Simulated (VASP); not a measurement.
# AlRu (WC type) (P-6m2) in VASP: further runs

AlRu (WC type) is run at these levels: PBE; tasks: single point.

Everything below comes from runs of VASP 6.6.1. Logs are shortened: lines on timing, memory, paths and dates and some standing lists are left out, and cuts for length are marked.

## (1) The cell of the first run

The structure is hexagonal, space group P-6m2 (No. 187). The conventional cell has a = 2.664 Å, b = 2.664 Å, c = 3.678 Å, α = 90.00°, β = 90.00°, γ = 120.00°. Ru (site symmetry -6m2) has 6 Al at 2.40 Å and 6 Ru at 2.66 Å within 3.2 Å. Al (site symmetry -6m2) has 6 Ru at 2.40 Å and 6 Al at 2.66 Å within 3.2 Å.

## (2) Single point, PBE

INCAR reads:

```
PREC = Accurate ; ENCUT = 520
EDIFF = 1E-6 ; ISMEAR = -1
SIGMA = 0.05 ; LREAL = False
LASPH = True ; NELM = 100
ALGO = Normal ; ISIF = 2
LWAVE = False ; LCHARG = False
GGA = PE ; NBANDS = 16
```

KPOINTS reads:

```
regular mesh
0
Gamma
  13 13 12
```

POSCAR reads:

```
AlRu
1.0
    2.6642256291      0.0000000000      0.0000000000
   -1.3321128146      2.3072870762      0.0000000000
    0.0000000000      0.0000000000      3.6781308199
Ru Al
1 1
Direct
    0.0000000000      0.0000000000      0.0000000000
    0.3333333333      0.6666666667      0.5000000000
```

Potentials or basis: VASP PAW PBE potentials, release 64 (Ru_pv, Al).

Command:

```sh
> cat potpaw_PBE.64/Ru_pv/POTCAR potpaw_PBE.64/Al/POTCAR > POTCAR
> mpirun -np 1 vasp_std > vasp.out
```

OUTCAR:

```text
PREC = Accurate
   ENCUT = 520
   EDIFF = 1E-6
   ISMEAR = -1
   LREAL = False
   LASPH = True
   NELM = 100
   ISIF = 2
   GGA = PE

 ion  position               nearest neighbor table
   1  0.000  0.000  0.000-   2 2.40   2 2.40   2 2.40   2 2.40   2 2.40   2 2.40
   2  0.333  0.667  0.500-   1 2.40   1 2.40   1 2.40   1 2.40   1 2.40   1 2.40

  LATTYP: Found a hexagonal cell.
 ALAT       =     2.6642256291
 C/A-ratio  =     1.3805628096

  Lattice vectors:

 A1 = (   2.6642256291,   0.0000000000,   0.0000000000)
 A2 = (  -1.3321128146,   2.3072870762,   0.0000000000)
 A3 = (   0.0000000000,   0.0000000000,   3.6781308199)

Analysis of symmetry for initial positions (statically):
=====================================================================
 Subroutine PRICEL returns:
 Original cell was already a primitive cell.

 Routine SETGRP: Setting up the symmetry group for a
 hexagonal supercell.

 Subroutine GETGRP returns: Found 12 space group operations
 (whereof 12 operations were pure point group operations)
 out of a pool of 24 trial point group operations.

The static configuration has the point symmetry D_3h.

Analysis of symmetry for dynamics (positions and initial velocities):
=====================================================================
 Subroutine PRICEL returns:
 Original cell was already a primitive cell.

 Routine SETGRP: Setting up the symmetry group for a
 hexagonal supercell.

 Subroutine GETGRP returns: Found 12 space group operations
 (whereof 12 operations were pure point group operations)
 out of a pool of 24 trial point group operations.

The dynamic configuration has the point symmetry D_3h.

 Subroutine INISYM returns: Found 12 space group operations
 (whereof 12 operations are pure point group operations),
 and found     1 'primitive' translations

----------------------------------------------------------------------------------------

                                     Primitive cell

  volume of cell :      22.6100

  direct lattice vectors                    reciprocal lattice vectors
     2.664225629  0.000000000  0.000000000     0.375343585  0.216704720  0.000000000
    -1.332112815  2.307287076  0.000000000     0.000000000  0.433409440  0.000000000
     0.000000000  0.000000000  3.678130820     0.000000000  0.000000000  0.271877225

  length of vectors
     2.664225629  2.664225629  3.678130820     0.433409440  0.433409440  0.271877225

  position of ions in fractional coordinates (direct lattice)
     0.000000000  0.000000000  0.000000000
     0.333333333  0.666666667  0.500000000

  ion indices of the primitive-cell ions
   primitive index   ion index
                 1           1
                 2           2

----------------------------------------------------------------------------------------

 KPOINTS: regular mesh

Automatic generation of k-mesh.
 Grid dimensions read from file:
 generate k-points for:   13   13   12

 Generating k-lattice:

  Cartesian coordinates                     Fractional coordinates (reciprocal lattice)
     0.028872583  0.016669594  0.000000000     0.076923077 -0.000000000  0.000000000
     0.000000000  0.033339188  0.000000000     0.000000000  0.076923077  0.000000000
     0.000000000  0.000000000  0.022656435     0.000000000  0.000000000  0.083333333

  Length of vectors
     0.033339188  0.033339188  0.022656435

  Shift w.r.t. Gamma in fractional coordinates (k-lattice)
     0.000000000  0.000000000  0.000000000

 Subroutine IBZKPT returns following result:
 ===========================================

 Found    147 irreducible k-points:

 Following reciprocal coordinates:
            Coordinates               Weight
  0.000000  0.000000  0.000000      1.000000
  0.076923 -0.000000  0.000000      6.000000
  0.153846 -0.000000  0.000000      6.000000
  0.230769 -0.000000  0.000000      6.000000
  0.307692 -0.000000  0.000000      6.000000
  0.384615  0.000000  0.000000      6.000000
[... 16 lines left out ...]
  0.076923 -0.000000  0.083333     12.000000
  0.153846 -0.000000  0.083333     12.000000
 [... further k-points ...]
   k-points           NKPTS =    147   k-points in BZ     NKDIM =    147   number of bands    NBANDS=     16
   number of dos      NEDOS =    301   number of ions     NIONS =      2
   total plane-waves  NPLWV =  11200
   dimension x,y,z NGX =    20 NGY =   20 NGZ =   28
   dimension x,y,z NGXF=    40 NGYF=   40 NGZF=   56
   ions per type =               1   1
   NGX,Y,Z   is equivalent  to a cutoff of  12.48, 12.48, 12.66 a.u.
   NGXF,Y,Z  is equivalent  to a cutoff of  24.96, 24.96, 25.31 a.u.
 SYSTEM =  unknown system
   PREC   = accura    normal or accurate (medium, high low for compatibility)
   ISTART =      0    job   : 0-new  1-cont  2-samecut
   ICHARG =      2    charge: 1-file 2-atom 10-const
   ISPIN  =      1    spin polarized calculation?
   LNONCOLLINEAR =      F non collinear calculations
   LSORBIT =      F    spin-orbit coupling
   LASPH  =      T    aspherical Exc in radial PAW
   ENCUT  =  520.0 eV  38.22 Ry    6.18 a.u.   4.95  4.95  6.84*2*pi/ulx,y,z
   NELM   =    100;   NELMIN=  2; NELMDL= -5     # of ELM steps
   EDIFF  = 0.1E-05   stopping-criterion for ELM
   LREAL  =      F    real-space projection
   EDIFFG = 0.1E-04   stopping-criterion for IOM
   NSW    =      0    number of steps for IOM
   IBRION =     -1    ionic relax: 0-MD 1-quasi-New 2-CG
   NFREE  =      0    steps in history (QN), initial steepest desc. (CG)
   ISIF   =      2    stress and relaxation
   ISYM   =      2    0-nonsym 1-usesym 2-fastsym
   POTIM  = 0.5000    time-step for ionic-motion
   TEBEG  =    0.0;   TEEND  =   0.0 temperature during run
   PSTRESS=    0.0 pullay stress
   NELECT =      17.0000    total number of electrons
   NUPDOWN=      -1.0000    fix difference up-down
   EMIN   =  10.00;   EMAX   =-10.00  energy-range for DOS
   EFERMI =   0.00;   METHOD = LEGACY
   ISMEAR =    -1;   SIGMA  =   0.05  broadening in eV -4-tet -1-fermi 0-gaus
   EFERMI_NEDOS =   21; number of points for ismear=-14 and -15
   IALGO  =     38    algorithm
   IMIX   =      4    mixing-type and parameters
     AMIX     =   0.40;   BMIX     =  1.00
     AMIX_MAG =   1.60;   BMIX_MAG =  1.00
  volume/ion in A,a.u.               =      11.30        76.29
  Fermi-wavevector in a.u.,A,eV,Ry     =   1.488645  2.813132 30.151389  2.216065
  Thomas-Fermi vector in A             =   2.601654
   LORBIT       =      0    0 simple, 1 ext, 2 COOP (PROOUT), +10 PAW based schemes
   GGA     = PE    functional components
   LHFCALC =     F    Hartree Fock is set to
   AEXX    =    0.0000 exact exchange contribution
   IVDW    =     0    specifies the selected vdW correction
   LEPSILON=     F    determine dielectric tensor
   LRPA    =     F    only Hartree local field effects (RPA)
 non-spin polarized calculation
  energy-cutoff  :      520.00
  volume of cell :       22.61
 maximum number of plane-waves:       626
 NGX is ok and might be reduce to    20
   NGX =  9   NGY =  9   NGZ = 13

 number of electron      17.0000001 magnetization

 Free energy of the ion-electron system (eV)
  ---------------------------------------------------
  ext. energy  EPLUGINS =         0.00000000
  ---------------------------------------------------
  free energy    TOTEN  =       -12.91247118 eV

  energy without entropy =      -12.90211512  energy(sigma->0) =      -12.90729315

 E-fermi :  13.7290     XC(G=0): -13.4426

 val. band max:       13.7190853140   @ k =   0.1538   0.1538   0.2500
 cond. band min:      13.7366043077   @ k =   0.0769  -0.0000   0.0000
 fundamental gap:      0.0175189937
 Fermi energy:        13.7289587552

 k-point     1 :       0.0000    0.0000    0.0000
  band No.  band energies     occupation
      1     -28.6644      2.00000
      2     -28.3345      2.00000
      3     -28.3345      2.00000
      4       2.4292      2.00000
      5       8.2005      2.00000
      6      11.3691      2.00000
[... 8 lines left out ...]
     15      27.8310      0.00000
     16      30.5325      0.00000

 k-point     2 :       0.0769   -0.0000    0.0000
  band No.  band energies     occupation
      1     -28.6562      2.00000
      2     -28.3891      2.00000
      3     -28.3470      2.00000
      4       2.6092      2.00000
      5       8.3742      2.00000
      6      11.1803      2.00000
[... 8 lines left out ...]
     15      28.0547      0.00000
     16      31.0476      0.00000

 k-point     3 :       0.1538   -0.0000    0.0000
  band No.  band energies     occupation
      1     -28.6334      2.00000
      2     -28.5387      2.00000
      3     -28.3815      2.00000
      4       3.1324      2.00000
      5       8.8078      2.00000
      6      10.7671      2.00000
[... 8 lines left out ...]
     15      28.4082      0.00000
     16      30.1536      0.00000

 k-point     4 :       0.2308   -0.0000    0.0000
  band No.  band energies     occupation
      1     -28.7457      2.00000
      2     -28.6012      2.00000
      3     -28.4297      2.00000
      4       3.9513      2.00000
      5       9.0742      2.00000
      6      10.2941      2.00000
[... 8 lines left out ...]
     15      28.3506      0.00000
     16      28.8089      0.00000
[... 324 lines left out ...]
 k-point    22 :       0.0000    0.0000    0.0833
  band No.  band energies     occupation
      1     -28.6669      2.00000
      2     -28.3345      2.00000
      3     -28.3345      2.00000
      4       2.5281      2.00000
      5       8.1694      2.00000
      6      11.3711      2.00000
[... 8 lines left out ...]
     15      27.8646      0.00000
     16      30.2422      0.00000

 k-point    23 :       0.0769   -0.0000    0.0833
  band No.  band energies     occupation
      1     -28.6586      2.00000
      2     -28.3890      2.00000
      3     -28.3469      2.00000
      4       2.7065      2.00000
      5       8.3441      2.00000
      6      11.1834      2.00000
[... 8 lines left out ...]
     15      28.0949      0.00000
     16      30.4835      0.00000

 k-point    24 :       0.1538   -0.0000    0.0833
  band No.  band energies     occupation
      1     -28.6357      2.00000
      2     -28.5385      2.00000
      3     -28.3814      2.00000
      4       3.2242      2.00000
      5       8.7809      2.00000
      6      10.7738      2.00000
[... 8 lines left out ...]
     15      28.3589      0.00000
     16      29.9310      0.00000

 [... further k-points ...]

------------------------ aborting loop because EDIFF is reached ----------------------------------------

  FORCE on cell =-STRESS in cart. coord.  units (eV):
  Direction    XX          YY          ZZ          XY          YZ          ZX
  --------------------------------------------------------------------------------------
  -------------------------------------------------------------------------------------
  Total        9.7962276      9.7962276      9.8002012     -0.0000000      0.0000000      0.0000000
  in kB      694.1760758    694.1760758    694.4576483     -0.0000000      0.0000000      0.0000000
  external PRESSURE =     694.2699333 kB  Pullay stress =       0.0000000 kB

 VOLUME and BASIS-vectors are now :
 -----------------------------------------------------------------------------
  energy-cutoff  :      520.00
  volume of cell :       22.61
      direct lattice vectors                 reciprocal lattice vectors
     2.664225629  0.000000000  0.000000000     0.375343585  0.216704720  0.000000000
    -1.332112815  2.307287076  0.000000000     0.000000000  0.433409440  0.000000000
     0.000000000  0.000000000  3.678130820     0.000000000  0.000000000  0.271877225

 POSITION                                       TOTAL-FORCE (eV/Angst)
 -----------------------------------------------------------------------------------
      0.00000      0.00000      0.00000         0.000000     -0.000000      0.000000
     -0.00000      1.53819      1.83907        -0.000000      0.000000      0.000000
 -----------------------------------------------------------------------------------
    total drift:                                0.000000     -0.000000      0.000000

  FREE ENERGIE OF THE ION-ELECTRON SYSTEM (eV)
  ---------------------------------------------------
  free  energy   TOTEN  =       -12.9124711759 eV

  energy  without entropy=      -12.9021151170  energy(sigma->0) =      -12.90729315
```

Wall time 31 s (1 thread of Intel Xeon Platinum 8488C (Sapphire Rapids), shared host); peak memory 0.17 GiB.

What came out:

* Free energy: -12.9125 eV
* Pressure: 69.4 GPa
* Band gap on the k mesh: zero (an odd number of electrons rules out a gap without spin polarisation)

Caveat: the cell stands under pressure; an empty level that is flat over the whole mesh can mark a ghost state of the potentials, or a narrow d or f band.

[end of part 1 of 2]
